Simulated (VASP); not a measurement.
# MgH20Cl2O10 in VASP: a series of runs, part 2 of 2

VASP 6.6.1. The steps go on from the part before.

## 3. Single point, PBE

INCAR reads:

```
ALGO = Normal ; EDIFF = 1E-6
ENCUT = 520 ; GGA = PE
ISIF = 2 ; ISMEAR = -1
LASPH = T ; LCHARG = F
LREAL = Auto ; LWAVE = F
NBANDS = 70 ; NELM = 60
PREC = Accurate ; SIGMA = 0.05
```

KPOINTS reads:

```
k-points
0
Gamma
  1 1 1
```

POSCAR reads:

```
MgH20Cl2O10
1.0
    7.8068320000      0.0000000000      0.0000000000
    0.0000000000      7.8068320000      0.0000000000
    0.0000000000      0.0000000000      7.8068320000
O H Mg Cl
10 20 1 2
Direct
    0.3398049298      0.2259175041      0.7021285971
    0.7160522988      0.7656883099      0.0586537535
    0.4593412539      0.3239470249      0.3203476135
    0.9689974115      0.4307252929      0.9178755224
    0.6832605082      0.1769731948      0.1206763512
    0.1556585309      0.3619265792      0.4204010026
    0.3876220213      0.8178605611      0.3304669551
    0.2529451127      0.6106958623      0.7653040311
    0.7720032915      0.6633036294      0.7012191373
    0.9560215975      0.6878334259      0.3372430712
    0.2262889736      0.2356525669      0.6613694262
    0.3215388777      0.1481650944      0.8149528516
    0.7189215805      0.7004377704     -0.0562327971
    0.5988216475      0.7561838144      0.0979526651
    0.3359621419      0.2918853640      0.3076792225
    0.5142418845      0.2832775190      0.2249439978
    0.9401508832      0.3802951056      0.8113150123
    0.9901071267      0.5416409627      0.8744904463
    0.7476015879      0.2241882495      0.0216733241
    0.7017827462      0.0558228997      0.0928289478
    0.0852586555      0.3261886512      0.3180419407
    0.1111974742      0.4880468800      0.4216178855
    0.2965351374      0.8217673955      0.4144831092
    0.3387801864      0.9084094547      0.2543925628
    0.3060780609      0.7119277064      0.8142739590
    0.2799214842      0.5242587518      0.8432357709
    0.8495891803      0.6532739529      0.6028181470
    0.7027434432      0.7659957330      0.6997460686
    0.9890567646      0.8090605767      0.3234602717
    0.8546232326      0.6799557106      0.2591448106
    0.5427041340      0.2628082684      0.5518371601
    0.2234965476     -0.0140389853     -0.0018445382
    0.7809826060      0.1672253226      0.6692471415
```

Potentials or basis: VASP PAW PBE potentials, release 64 (O, H, Mg, Cl).

Started as:

```bash
$ cat potpaw_PBE.64/O/POTCAR potpaw_PBE.64/H/POTCAR potpaw_PBE.64/Mg/POTCAR potpaw_PBE.64/Cl/POTCAR > POTCAR
$ mpirun -np 1 vasp_gam > vasp.out
```

OUTCAR:

```text
EDIFF = 1E-6
   ENCUT = 520
   GGA = PE
   ISIF = 2
   ISMEAR = -1
   LASPH = T
   LREAL = Auto
   NELM = 60
   PREC = Accurate

 ion  position               nearest neighbor table
   1  0.340  0.226  0.702-  11 0.94  12 1.08  31 1.99
   2  0.716  0.766  0.059-  14 0.97  13 1.03
   3  0.459  0.324  0.320-  16 0.92  15 1.00  31 1.98
   4  0.969  0.431  0.918-  18 0.94  17 0.95
   5  0.683  0.177  0.121-  20 0.98  19 0.99
   6  0.156  0.362  0.420-  21 1.01  22 1.04
   7  0.388  0.818  0.330-  23 0.97  24 1.00
   8  0.253  0.611  0.765-  26 0.93  25 0.97
   9  0.772  0.663  0.701-  28 0.97  27 0.98
  10  0.956  0.688  0.337-  29 0.99  30 1.00
  11  0.226  0.236  0.661-   1 0.94
  12  0.322  0.148  0.815-   1 1.08
  13  0.719  0.700  0.944-   2 1.03
  14  0.599  0.756  0.098-   2 0.97
  15  0.336  0.292  0.308-   3 1.00
  16  0.514  0.283  0.225-   3 0.92
[... 12 lines left out ...]
  29  0.989  0.809  0.323-  10 0.99
  30  0.855  0.680  0.259-  10 1.00
  31  0.543  0.263  0.552-   3 1.98   1 1.99  33 2.20
  32  0.223  0.986  0.998-
  33  0.781  0.167  0.669-  31 2.20

  LATTYP: Found a simple cubic cell.
 ALAT       =     7.8068320000

  Lattice vectors:

 A1 = (   7.8068320000,   0.0000000000,   0.0000000000)
 A2 = (   0.0000000000,   7.8068320000,   0.0000000000)
 A3 = (   0.0000000000,   0.0000000000,   7.8068320000)

Analysis of symmetry for initial positions (statically):
=====================================================================
 Subroutine PRICEL returns:
 Original cell was already a primitive cell.

 Routine SETGRP: Setting up the symmetry group for a
 simple cubic supercell.

 Subroutine GETGRP returns: Found  1 space group operations
 (whereof  1 operations were pure point group operations)
 out of a pool of 48 trial point group operations.

The static configuration has the point symmetry C_1 .

[... 172 lines left out ...]
  Fermi-wavevector in a.u.,A,eV,Ry     =   0.960190  1.814496 12.544087  0.921964
  Thomas-Fermi vector in A             =   2.089452
   LORBIT       =      0    0 simple, 1 ext, 2 COOP (PROOUT), +10 PAW based schemes
   GGA     = PE    functional components
   LHFCALC =     F    Hartree Fock is set to
   AEXX    =    0.0000 exact exchange contribution
   IVDW    =     0    specifies the selected vdW correction
   LEPSILON=     F    determine dielectric tensor
   LRPA    =     F    only Hartree local field effects (RPA)
 non-spin polarized calculation
  energy-cutoff  :      520.00
  volume of cell :      475.80
 maximum number of plane-waves:      6447
 NGX is ok and might be reduce to    60
   NGX = 29   NGY = 29   NGZ = 29

 number of electron      95.9999996 magnetization

 Free energy of the ion-electron system (eV)
  ---------------------------------------------------
  ext. energy  EPLUGINS =         0.00000000
  ---------------------------------------------------
  free energy    TOTEN  =      -154.27076188 eV

  energy without entropy =     -154.27076188  energy(sigma->0) =     -154.27076188

 E-fermi :  -1.6236     XC(G=0):  -6.1808

 val. band max:       -2.8724822020   @ k =   0.0000   0.0000   0.0000
 cond. band min:       0.3412288206   @ k =   0.0000   0.0000   0.0000
 fundamental gap:      3.2137110226
 Fermi energy:        -1.6236453063

 k-point     1 :       0.0000    0.0000    0.0000
  band No.  band energies     occupation
      1     -23.8815      2.00000
      2     -23.1417      2.00000
      3     -22.5867      2.00000
      4     -22.5248      2.00000
      5     -22.3754      2.00000
      6     -22.3371      2.00000
[... 52 lines left out ...]
     59       4.8228      0.00000
     60       4.9560      0.00000
 [bands above 60 left out]

------------------------ aborting loop because EDIFF is reached ----------------------------------------

  FORCE on cell =-STRESS in cart. coord.  units (eV):
  Direction    XX          YY          ZZ          XY          YZ          ZX
  --------------------------------------------------------------------------------------
  -------------------------------------------------------------------------------------
  Total        1.9888056     -0.5919524     -2.4611971      0.2132958     -0.4456522     -0.2572133
  in kB        6.6969711     -1.9933009     -8.2876706      0.7182381     -1.5006593     -0.8661227
  external PRESSURE =      -1.1946668 kB  Pullay stress =       0.0000000 kB

 VOLUME and BASIS-vectors are now :
 -----------------------------------------------------------------------------
  energy-cutoff  :      520.00
  volume of cell :      475.80
      direct lattice vectors                 reciprocal lattice vectors
     7.806832000  0.000000000  0.000000000     0.128092932  0.000000000  0.000000000
     0.000000000  7.806832000  0.000000000     0.000000000  0.128092932  0.000000000
     0.000000000  0.000000000  7.806832000     0.000000000  0.000000000  0.128092932

 POSITION                                       TOTAL-FORCE (eV/Angst)
 -----------------------------------------------------------------------------------
      2.65280      1.76370      5.48140         1.350706     -1.271957      1.982797
      5.59010      5.97760      0.45790         0.133980     -0.835793     -1.537766
      3.58600      2.52900      2.50090        -2.042392      0.719536      3.142852
      7.56480      3.36260      7.16570         0.105377     -0.767854      1.404302
      5.33410      1.38160      0.94210         0.879289     -0.157302     -1.191970
      1.21520      2.82550      3.28200        -2.434994      1.713327     -1.417518
[... 25 lines left out ...]
      1.74480      7.69723      7.79243         0.406664      0.399058     -0.223232
      6.09700      1.30550      5.22470         0.278448     -0.201000     -0.087932
 -----------------------------------------------------------------------------------
    total drift:                               -0.003224     -0.000990     -0.017503

  FREE ENERGIE OF THE ION-ELECTRON SYSTEM (eV)
  ---------------------------------------------------
  free  energy   TOTEN  =      -154.2707618829 eV

  energy  without entropy=     -154.2707618828  energy(sigma->0) =     -154.27076188
```

stdout:

```text
POSCAR found type information on POSCAR O H MgCl
 POSCAR found :  4 types and      33 ions
 scaLAPACK will be used
 LDA part: xc-table for (Slater+PW92), standard interpolation
 POSCAR, INCAR and KPOINTS ok, starting setup
 FFT: planning ... GRIDC
 FFT: planning ... GRID_SOFT
 FFT: planning ... GRID
 WAVECAR not read
 entering main loop
```

Wall time 66 s (1 thread of Intel Xeon Platinum 8259CL at 2.50GHz (Skylake/Cascade Lake), shared host); peak memory 0.45 GiB.

Results:

```
Free energy            : -154.2708 eV
Pressure               : -0.1 GPa
Largest force          : 4.488 eV/Å
Band gap on the k mesh : 3.21 eV
```

Forces on the atoms (eV/Å):
```
O    1.351 -1.272  1.983
O    0.134 -0.836 -1.538
O   -2.042  0.720  3.143
O    0.105 -0.768  1.404
O    0.879 -0.157 -1.192
O   -2.435  1.713 -1.418
O   -0.370  1.061 -0.183
O   -0.182  1.494 -1.647
O   -0.190 -0.804  0.474
O   -0.571  0.418 -0.026
H   -1.522  0.459 -0.893
H    0.223  0.531 -0.958
H    0.324  0.868  1.778
H   -0.472 -0.040  0.188
H    0.396  0.891  0.431
H    2.505 -1.598 -3.364
H   -0.631 -1.427 -1.115
H    0.514  2.015  0.055
H   -0.301  0.432  0.639
H   -0.383 -0.295  0.416
H    0.508 -0.099  1.055
H    0.995 -1.714  0.138
H    0.012 -0.619  0.693
H    0.508 -0.502 -0.622
H   -0.245  0.539  0.190
H    0.330 -1.828  1.414
H   -0.380  0.746 -0.065
H    0.342  0.347 -0.813
H   -0.034 -0.638 -0.021
H    0.656  0.044  0.096
Mg  -0.710  0.121  0.068
Cl   0.407  0.399 -0.223
Cl   0.278 -0.201 -0.088
```

Caveat: the k points lie up to 0.80 Å⁻¹ apart.

## 4. Single point, PBE

INCAR reads:

```
ALGO = Normal
EDIFF = 1E-6
ENCUT = 520
GGA = PE
ISIF = 2
ISMEAR = -1
LASPH = T
LCHARG = T
LELF = T
LREAL = Auto
LVHAR = T
LWAVE = F
NBANDS = 70
NELM = 100
PREC = Accurate
SIGMA = 0.05
```

KPOINTS is that of step 3.

POSCAR reads:

```
MgH20Cl2O10
1.0
    7.8068320000      0.0000000000      0.0000000000
    0.0000000000      7.8068320000      0.0000000000
    0.0000000000      0.0000000000      7.8068320000
O H Mg Cl
10 20 1 2
Direct
    0.3260349397      0.2225742785      0.7055614877
    0.7758460794      0.8060888207      0.0389018234
    0.5142803124      0.2969322255      0.3360389976
    0.9720588326      0.3975236050      0.9365002347
    0.6868471103      0.1795350534      0.0975043398
    0.1430157585      0.3624901881      0.4057471712
    0.4083858856      0.8061144393      0.3196687209
    0.2861724192      0.6280780732      0.7290024942
    0.7778955663      0.6856430368      0.6629065413
    0.9353986355      0.7179352649      0.3451464051
    0.2203966987      0.2533293915      0.6356611747
    0.3013642410      0.1402233326      0.7962000463
    0.8278774284      0.8290558834     -0.0649046886
    0.6568605550      0.7632033071      0.0144616920
    0.3863154734      0.3018381848      0.3025939331
    0.5798510843      0.2495250314      0.2423902551
    0.9764908480      0.2870562605      0.8735169400
    0.9175296714      0.4838198132      0.8573644213
    0.7835444646      0.2545462743      0.0677995889
    0.7237763026      0.0648918793      0.0780342141
    0.0576674380      0.2863901772      0.3474264593
    0.0703358289      0.4724835887      0.4228091497
    0.3516407167      0.7053693483      0.3500139365
    0.3581094098      0.8575309421      0.2132363038
    0.2654854107      0.7343952067      0.7912300406
    0.2384578021      0.5392071970      0.7984929098
    0.8185394536      0.6708226845      0.5434726916
    0.6679277843      0.7228796521      0.6415662589
    1.0502339489      0.7669051928      0.3272646318
    0.8577871280      0.7403771466      0.2456438156
    0.5332893035      0.2292351110      0.5697061241
    0.2147349911     -0.0115796010     -0.0063277908
    0.8083432563      0.1471915881      0.6659423438
```

Started as:

```bash
$ cat potpaw_PBE.64/O/POTCAR potpaw_PBE.64/H/POTCAR potpaw_PBE.64/Mg/POTCAR potpaw_PBE.64/Cl/POTCAR > POTCAR
$ mpirun -np 1 vasp_gam > vasp.out
```

Wall time 77 s (1 thread of Intel Xeon Platinum 8259CL at 2.50GHz (Skylake/Cascade Lake), shared host); peak memory 0.46 GiB.

The run converged. Its results:

| Property | Result |
| --- | --- |
| Free energy | -155.0211 eV |
| Pressure | -0.6 GPa |
| Largest force | 4.154 eV/Å |
| Band gap on the k mesh | 3.46 eV |

Forces on the atoms (eV/Å):
```
O   -0.496  1.326 -2.124
O   -2.942 -0.714  2.646
O   -3.721  1.110  1.476
O   -0.311  0.406 -0.584
O   -0.017  1.505  0.103
O   -1.877  0.853 -0.069
O    1.151  2.381 -0.883
O    0.570  0.429 -0.791
O    2.432 -1.401 -0.011
O    0.057 -0.448  0.143
H    0.891 -0.371  0.762
H   -0.734 -0.977  1.276
H    1.358  0.336 -2.801
H    1.402  0.499  0.140
H    1.807  0.154  0.273
H    1.227 -1.050 -1.881
H   -0.212  0.760  0.044
H    0.384 -1.087  0.653
H   -0.021  0.047 -0.251
H    0.353 -1.478 -0.136
H    0.852  0.538  0.476
H    1.242 -1.522 -0.362
H   -1.128 -1.718  0.294
H   -0.057 -0.500  0.517
H   -0.153  0.207  0.240
H   -0.429 -0.565  0.657
H    0.620  0.352  0.356
H   -3.026  1.030 -0.117
H   -0.903  0.080 -0.301
H    1.081  0.129  0.086
Mg   1.220 -0.354  0.785
Cl   0.205 -0.085 -0.125
Cl  -0.823  0.129 -0.494
```

Stress tensor (GPa, compression positive):
```
-1.81  0.44 -2.01
 0.44 -0.47  0.18
-2.01  0.18  0.36
```

Levels at points of the mesh, in eV from the valence-band top:
| k point | band 45 | band 46 | band 47 | band 48 | band 49 | band 50 | band 51 | band 52 |
| --- | --- | --- | --- | --- | --- | --- | --- | --- |
| (0.00, 0.00, 0.00) | -0.51 | -0.32 | -0.05 | 0.00 | 3.46 | 5.67 | 5.81 | 6.11 |

Caveat: the k points lie up to 0.80 Å⁻¹ apart.

## 5. Summary

| cell | gap on the mesh (eV) | pressure (GPa) | largest force (eV/Å) |
| --- | --- | --- | --- |
| as given, atomic positions A | 3.40 | -0.5 | 2.71 |
| as given, atomic positions B | 3.21 | -0.1 | 4.49 |
| as given, atomic positions C | 3.46 | -0.6 | 4.15 |

Alike in all rows: task single point; level PBE; potentials or basis VASP PAW PBE potentials, release 64 (O, H, Mg, Cl); no spin polarisation; k mesh 1 × 1 × 1; cutoff (eV) 520; smearing fermi-dirac 0.05 eV.

Caveats: all runs use coarse meshes.

Total energies depend on the potentials used, so only differences within one code and one set of settings carry meaning.
